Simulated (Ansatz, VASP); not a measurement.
## Li3Mg3B2N6: VASP beside Ansatz

```xyz
14
Lattice="3.7792 0.0000 0.0000 0.0000 3.7792 0.0000 0.0000 0.0000 32.5871" Properties=species:S:1:pos:R:3 pbc="T T T"
N     1.8896    1.8896   11.0000
N     0.0000    0.0000   12.7388
N     0.0000    0.0000   15.4241
N     1.8896    1.8896   17.1629
N     1.8896    1.8896   19.8482
N     0.0000    0.0000   21.5871
Li    0.0000    1.8896   11.8694
Li    1.8896    0.0000   16.2935
Li    0.0000    1.8896   20.7176
Mg    1.8896    0.0000   11.8694
Mg    0.0000    1.8896   16.2935
Mg    1.8896    0.0000   20.7176
B     0.0000    0.0000   14.0815
B     1.8896    1.8896   18.5056
```

Alike in both runs: task single point; functional PBEsol; k mesh 7 × 7 × 1; occupations gaussian, width 0.05 eV; no spin polarisation.

```csv
,VASP,Ansatz
version,VASP 6.6.1,Ansatz 0.2.0
potentials or method,"VASP PAW PBE potentials, release 64 (N, Li_sv, Mg, B), cutoff 520 eV","scalar-relativistic, plane waves, PAW"
valence electrons in the cell,51,75
```

VASP gave:

| Item | Value |
| --- | --- |
| gap on the k mesh at the Fermi level (eV) | none |
| rms of the force components (eV/Å) | 0.406 |

Task: Which values does Ansatz return?

Result: gap on the k mesh at the Fermi level (eV): none; rms of the force components (eV/Å): 0.405.

VASP's potentials were made for PBE, not for PBEsol. A gap of «none» marks a metal or a gap that the smearing closes. VASP's potentials hold 51 valence electrons a cell and Ansatz's 75, so a difference there can come from the potentials and not from the codes.

Noted on VASP's run: the cutoff is under 1.25 times that of the potentials, so the pressure is a little rough.
